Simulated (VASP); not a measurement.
# RbCl (Fm-3m) in VASP: a series of runs

The runs below take RbCl through single point, with r2SCAN, HSE06.

All numbers are computed with VASP 6.6.1; they aren't measurements. Logs are shortened: lines on timing, memory, paths and dates and some standing lists are left out, and cuts for length are marked.

## 1. The cell of the first run

It takes space group Fm-3m (No. 225, cubic). Conventional cell: a = 6.611 Å, b = 6.611 Å, c = 6.611 Å, α = 90.00°, β = 90.00°, γ = 90.00°. Within 4.3 Å of Rb (site symmetry m-3m) lie 6 Cl at 3.31 Å. Within 4.3 Å of Cl (site symmetry m-3m) lie 6 Rb at 3.31 Å.

## 2. Single point, r2SCAN

File POSCAR:

```
RbCl
1.0
    0.0000000000      3.3057264435      3.3057264435
    3.3057264435      0.0000000000      3.3057264435
    3.3057264435      3.3057264435      0.0000000000
Rb Cl
1 1
Direct
    0.0000000000      0.0000000000      0.0000000000
    0.5000000000      0.5000000000      0.5000000000
```

File INCAR.step1:

```
SYSTEM = RbCl
PREC = Accurate ; ENCUT = 550
ISMEAR = 0 ; SIGMA = 0.01
LREAL = .FALSE. ; LASPH = .TRUE.
NELM = 120 ; NBANDS = 15
GGA = PE ; ALGO = Normal
EDIFF = 1E-5 ; LWAVE = .TRUE.
LCHARG = .FALSE. ; GGA_COMPAT = .FALSE.
```

File INCAR.step2:

```
SYSTEM = RbCl
PREC = Accurate ; ENCUT = 550
EDIFF = 1E-6 ; ISMEAR = 0
SIGMA = 0.01 ; LREAL = .FALSE.
LASPH = .TRUE. ; NELM = 120
ALGO = Normal ; ISIF = 2
LWAVE = .FALSE. ; LCHARG = .FALSE.
METAGGA = R2SCAN ; LMIXTAU = .TRUE.
NBANDS = 15 ; ISTART = 1
GGA_COMPAT = .FALSE.
```

File KPOINTS:

```
regular mesh
0
G
  4 4 4
  0 0 0
```

Potentials or basis: VASP PAW PBE potentials, release 64 (Rb_sv, Cl).

Started as:

```
$ cat potpaw_PBE.64/Rb_sv/POTCAR potpaw_PBE.64/Cl/POTCAR > POTCAR
$ cp INCAR.step1 INCAR
$ mpirun -np 1 vasp_std > vasp.out
$ cp INCAR.step2 INCAR
$ mpirun -np 1 vasp_std > vasp.out
```

OUTCAR:

```text
SYSTEM = RbCl
   PREC = Accurate
   ENCUT = 550
   EDIFF = 1E-6
   ISMEAR = 0
   LREAL = .FALSE.
   LASPH = .TRUE.
   NELM = 120
   ISIF = 2
   METAGGA = R2SCAN
   ISTART = 1

 ion  position               nearest neighbor table
   1  0.000  0.000  0.000-   2 3.31   2 3.31   2 3.31   2 3.31   2 3.31   2 3.31
   2  0.500  0.500  0.500-   1 3.31   1 3.31   1 3.31   1 3.31   1 3.31   1 3.31

  LATTYP: Found a face centered cubic cell.
 ALAT       =     6.6114528870

  Lattice vectors:

 A1 = (   0.0000000000,   3.3057264435,   3.3057264435)
 A2 = (   3.3057264435,   0.0000000000,   3.3057264435)
 A3 = (   3.3057264435,   3.3057264435,   0.0000000000)

Analysis of symmetry for initial positions (statically):
=====================================================================
 Subroutine PRICEL returns:
 Original cell was already a primitive cell.

 Routine SETGRP: Setting up the symmetry group for a
 face centered cubic supercell.

 Subroutine GETGRP returns: Found 48 space group operations
 (whereof 48 operations were pure point group operations)
 out of a pool of 48 trial point group operations.

The static configuration has the point symmetry O_h .

Analysis of symmetry for dynamics (positions and initial velocities):
=====================================================================
 Subroutine PRICEL returns:
 Original cell was already a primitive cell.

 Routine SETGRP: Setting up the symmetry group for a
 face centered cubic supercell.

 Subroutine GETGRP returns: Found 48 space group operations
 (whereof 48 operations were pure point group operations)
 out of a pool of 48 trial point group operations.

The dynamic configuration has the point symmetry O_h .

 Subroutine INISYM returns: Found 48 space group operations
 (whereof 48 operations are pure point group operations),
 and found     1 'primitive' translations

----------------------------------------------------------------------------------------

                                     Primitive cell

  volume of cell :      72.2488

  direct lattice vectors                    reciprocal lattice vectors
     0.000000000  3.305726443  3.305726443    -0.151252685  0.151252685  0.151252685
     3.305726443  0.000000000  3.305726443     0.151252685 -0.151252685  0.151252685
     3.305726443  3.305726443  0.000000000     0.151252685  0.151252685 -0.151252685

  length of vectors
     4.675003170  4.675003170  4.675003170     0.261977335  0.261977335  0.261977335

  position of ions in fractional coordinates (direct lattice)
     0.000000000  0.000000000  0.000000000
     0.500000000  0.500000000  0.500000000

  ion indices of the primitive-cell ions
   primitive index   ion index
                 1           1
                 2           2

----------------------------------------------------------------------------------------

 KPOINTS: regular mesh

Automatic generation of k-mesh.
 Grid dimensions read from file:
 generate k-points for:    4    4    4

 Generating k-lattice:

  Cartesian coordinates                     Fractional coordinates (reciprocal lattice)
    -0.037813171  0.037813171  0.037813171     0.250000000  0.000000000  0.000000000
     0.037813171 -0.037813171  0.037813171     0.000000000  0.250000000  0.000000000
     0.037813171  0.037813171 -0.037813171     0.000000000  0.000000000  0.250000000

  Length of vectors
     0.065494334  0.065494334  0.065494334

  Shift w.r.t. Gamma in fractional coordinates (k-lattice)
     0.000000000  0.000000000  0.000000000

 Subroutine IBZKPT returns following result:
 ===========================================

 Found      8 irreducible k-points:

 Following reciprocal coordinates:
            Coordinates               Weight
  0.000000  0.000000  0.000000      1.000000
  0.250000  0.000000  0.000000      8.000000
  0.500000  0.000000  0.000000      4.000000
  0.250000  0.250000  0.000000      6.000000
  0.500000  0.250000  0.000000     24.000000
 -0.250000  0.250000  0.000000     12.000000
  0.500000  0.500000  0.000000      3.000000
 -0.250000  0.500000  0.250000      6.000000
   k-points           NKPTS =      8   k-points in BZ     NKDIM =      8   number of bands    NBANDS=     15
   number of dos      NEDOS =    301   number of ions     NIONS =      2
   total plane-waves  NPLWV =  46656
   dimension x,y,z NGX =    36 NGY =   36 NGZ =   36
   dimension x,y,z NGXF=    72 NGYF=   72 NGZF=   72
   ions per type =               1   1
   NGX,Y,Z   is equivalent  to a cutoff of  12.80, 12.80, 12.80 a.u.
   NGXF,Y,Z  is equivalent  to a cutoff of  25.60, 25.60, 25.60 a.u.
 SYSTEM =  RbCl
   PREC   = accura    normal or accurate (medium, high low for compatibility)
   ISTART =      1    job   : 0-new  1-cont  2-samecut
   ICHARG =      0    charge: 1-file 2-atom 10-const
   ISPIN  =      1    spin polarized calculation?
   LNONCOLLINEAR =      F non collinear calculations
   LSORBIT =      F    spin-orbit coupling
   LASPH  =      T    aspherical Exc in radial PAW
   ENCUT  =  550.0 eV  40.42 Ry    6.36 a.u.   8.94  8.94  8.94*2*pi/ulx,y,z
   NELM   =    120;   NELMIN=  2; NELMDL=  0     # of ELM steps
   EDIFF  = 0.1E-05   stopping-criterion for ELM
   LREAL  =      F    real-space projection
   EDIFFG = 0.1E-04   stopping-criterion for IOM
   NSW    =      0    number of steps for IOM
   IBRION =     -1    ionic relax: 0-MD 1-quasi-New 2-CG
   NFREE  =      0    steps in history (QN), initial steepest desc. (CG)
   ISIF   =      2    stress and relaxation
   ISYM   =      2    0-nonsym 1-usesym 2-fastsym
   POTIM  = 0.5000    time-step for ionic-motion
   TEBEG  =    0.0;   TEEND  =   0.0 temperature during run
   PSTRESS=    0.0 pullay stress
   NELECT =      16.0000    total number of electrons
   NUPDOWN=      -1.0000    fix difference up-down
   EMIN   =  10.00;   EMAX   =-10.00  energy-range for DOS
   EFERMI =   0.00;   METHOD = LEGACY
   ISMEAR =     0;   SIGMA  =   0.01  broadening in eV -4-tet -1-fermi 0-gaus
   EFERMI_NEDOS =   21; number of points for ismear=-14 and -15
   IALGO  =     38    algorithm
   IMIX   =      4    mixing-type and parameters
     AMIX     =   0.40;   BMIX     =  1.00
     AMIX_MAG =   1.60;   BMIX_MAG =  1.00
  volume/ion in A,a.u.               =      36.12       243.78
  Fermi-wavevector in a.u.,A,eV,Ry     =   0.990462  1.871702 13.347525  0.981015
  Thomas-Fermi vector in A             =   2.122134
   LORBIT       =      0    0 simple, 1 ext, 2 COOP (PROOUT), +10 PAW based schemes
   METAGGA = R2SCAN    functional components
   LHFCALC =     F    Hartree Fock is set to
   AEXX    =    0.0000 exact exchange contribution
   IVDW    =     0    specifies the selected vdW correction
   LEPSILON=     F    determine dielectric tensor
   LRPA    =     F    only Hartree local field effects (RPA)
 non-spin polarized calculation
 Gauss-broadening in eV      SIGMA  =   0.01
  energy-cutoff  :      550.00
  volume of cell :       72.25
 maximum number of plane-waves:      2148
   NGX = 17   NGY = 17   NGZ = 17

 number of electron      16.0000002 magnetization

 Free energy of the ion-electron system (eV)
  ---------------------------------------------------
  ext. energy  EPLUGINS =         0.00000000
  ---------------------------------------------------
  free energy    TOTEN  =       -24.38555862 eV

  energy without entropy =      -24.38555862  energy(sigma->0) =      -24.38555862

 E-fermi :  -2.2077     XC(G=0):  -7.7187

 val. band max:       -2.3469697709   @ k =   0.0000   0.0000   0.0000
 cond. band min:       3.2099033952   @ k =   0.0000   0.0000   0.0000
 fundamental gap:      5.5568731661
 Fermi energy:        -2.2077360814

 k-point     1 :       0.0000    0.0000    0.0000
  band No.  band energies     occupation
      1     -27.0182      2.00000
      2     -14.8810      2.00000
      3     -10.5210      2.00000
      4     -10.5210      2.00000
      5     -10.5210      2.00000
      6      -2.3470      2.00000
      7      -2.3470      2.00000
      8      -2.3470      2.00000
      9       3.2099      0.00000
     10       6.2592      0.00000
     11       6.2592      0.00000
     12       6.2592      0.00000
     13       7.4219      0.00000
     14       7.4219      0.00000
     15      10.0080      0.00000

 k-point     2 :       0.2500    0.0000    0.0000
  band No.  band energies     occupation
      1     -27.0105      2.00000
      2     -14.9088      2.00000
      3     -10.5263      2.00000
      4     -10.5263      2.00000
      5     -10.5087      2.00000
      6      -2.8016      2.00000
      7      -2.5128      2.00000
      8      -2.5128      2.00000
      9       4.4475      0.00000
     10       5.9351      0.00000
     11       7.0379      0.00000
     12       7.0379      0.00000
     13       8.2975      0.00000
     14       8.2975      0.00000
     15      11.9562      0.00000

 k-point     3 :       0.5000    0.0000    0.0000
  band No.  band energies     occupation
      1     -27.0028      2.00000
      2     -14.9362      2.00000
      3     -10.5315      2.00000
      4     -10.5315      2.00000
      5     -10.4968      2.00000
      6      -3.1733      2.00000
      7      -2.6681      2.00000
      8      -2.6681      2.00000
      9       5.8293      0.00000
     10       6.1386      0.00000
     11       8.5099      0.00000
     12       8.5099      0.00000
     13       9.6867      0.00000
     14       9.6867      0.00000
     15      10.5876      0.00000
[... 55 lines left out ...]
 k-point     7 :       0.5000    0.5000    0.0000
  band No.  band energies     occupation
      1     -26.9986      2.00000
      2     -14.8351      2.00000
      3     -10.7644      2.00000
      4     -10.6165      2.00000
      5     -10.6165      2.00000
      6      -2.6737      2.00000
      7      -2.4501      2.00000
      8      -2.4501      2.00000
      9       4.3262      0.00000
     10       6.4987      0.00000
     11       7.7918      0.00000
     12       8.5733      0.00000
     13       8.9387      0.00000
     14      10.1126      0.00000
     15      10.1126      0.00000

 k-point     8 :      -0.2500    0.5000    0.2500
  band No.  band energies     occupation
      1     -26.9984      2.00000
      2     -14.8649      2.00000
      3     -10.6906      2.00000
      4     -10.6906      2.00000
      5     -10.5093      2.00000
      6      -2.7666      2.00000
      7      -2.5878      2.00000
      8      -2.5878      2.00000
      9       5.7969      0.00000
     10       5.7969      0.00000
     11       7.7898      0.00000
     12       7.8605      0.00000
     13      10.0395      0.00000
     14      10.1618      0.00000
     15      10.7612      0.00000

------------------------ aborting loop because EDIFF is reached ----------------------------------------

  FORCE on cell =-STRESS in cart. coord.  units (eV):
  Direction    XX          YY          ZZ          XY          YZ          ZX
  --------------------------------------------------------------------------------------
  -------------------------------------------------------------------------------------
  Total        0.0159056      0.0159056      0.0159056      0.0000000     -0.0000000     -0.0000000
  in kB        0.3527204      0.3527204      0.3527204      0.0000000     -0.0000000     -0.0000000
  external PRESSURE =       0.3527204 kB  Pullay stress =       0.0000000 kB

 VOLUME and BASIS-vectors are now :
 -----------------------------------------------------------------------------
  energy-cutoff  :      550.00
  volume of cell :       72.25
      direct lattice vectors                 reciprocal lattice vectors
     0.000000000  3.305726443  3.305726443    -0.151252685  0.151252685  0.151252685
     3.305726443  0.000000000  3.305726443     0.151252685 -0.151252685  0.151252685
     3.305726443  3.305726443  0.000000000     0.151252685  0.151252685 -0.151252685

 POSITION                                       TOTAL-FORCE (eV/Angst)
 -----------------------------------------------------------------------------------
      0.00000      0.00000      0.00000         0.000000     -0.000000      0.000000
      3.30573      3.30573      3.30573        -0.000000      0.000000     -0.000000
 -----------------------------------------------------------------------------------
    total drift:                                0.000000      0.000000      0.000000

  FREE ENERGIE OF THE ION-ELECTRON SYSTEM (eV)
  ---------------------------------------------------
  free  energy   TOTEN  =       -24.3855586178 eV

  energy  without entropy=      -24.3855586178  energy(sigma->0) =      -24.38555862
```

It took 1.7 min on 1 thread of AMD EPYC 7R43 (Zen 3), shared host; peak memory 0.18 GiB.

Results:

- Free energy: -24.3856 eV
- Pressure: 0.0 GPa
- Band gap on the k mesh: 5.56 eV

Caveat: the PAW data sets were made with another functional, which shifts forces and pressure a little. r2SCAN opens gaps a little over a GGA but as a rule still falls short of measured ones.

## 3. Single point, HSE06

POSCAR is that of step 2.

File INCAR.step1:

```
ALGO = Normal ; EDIFF = 1E-5
ENCUT = 400 ; GGA = PE
GGA_COMPAT = F ; ISIF = 2
ISMEAR = 0 ; LASPH = T
LCHARG = F ; LREAL = F
LWAVE = T ; NBANDS = 15
NELM = 120 ; PREC = Accurate
SIGMA = 0.01
```

File INCAR.step2:

```
ALGO = Normal ; EDIFF = 1E-6
ENCUT = 400 ; GGA = PE
GGA_COMPAT = F ; HFSCREEN = 0.2079
ISIF = 2 ; ISMEAR = 0
ISTART = 1 ; LASPH = T
LCHARG = F ; LHFCALC = T
LREAL = F ; LWAVE = F
NBANDS = 15 ; NELM = 120
PREC = Accurate ; PRECFOCK = Normal
SIGMA = 0.01
```

File KPOINTS:

```
k-points
0
Gamma
  4 4 4
```

Potentials or basis: VASP PAW PBE potentials, release 64 (Rb_sv, Cl).

Started as:

```
$ cat potpaw_PBE.64/Rb_sv/POTCAR potpaw_PBE.64/Cl/POTCAR > POTCAR
$ cp INCAR.step1 INCAR
$ mpirun -np 1 vasp_std > vasp.out
$ cp INCAR.step2 INCAR
$ mpirun -np 1 vasp_std > vasp.out
```

Run time: 8.6 min. Hardware: 1 thread of AMD EPYC 7R43 (Zen 3), shared host; peak memory 0.23 GiB.

The run converged. Its results:

* Free energy: -7.7416 eV
* Pressure: 0.3 GPa
* Band gap on the k mesh: 6.25 eV

Levels at points of the mesh, in eV from the valence-band top:
```csv
k point,band 5,band 6,band 7,band 8,band 9,band 10,band 11,band 12
"(0.00, 0.00, 0.00)",-8.40,0.00,0.00,0.00,6.25,9.39,9.39,9.39
"(0.50, 0.00, 0.00)",-8.37,-0.86,-0.34,-0.34,8.99,9.31,11.66,11.66
"(0.50, 0.50, 0.00)",-8.50,-0.34,-0.11,-0.11,7.50,9.45,11.00,11.63
```

Caveat: the PAW data sets were made with another functional, which shifts forces and pressure a little.
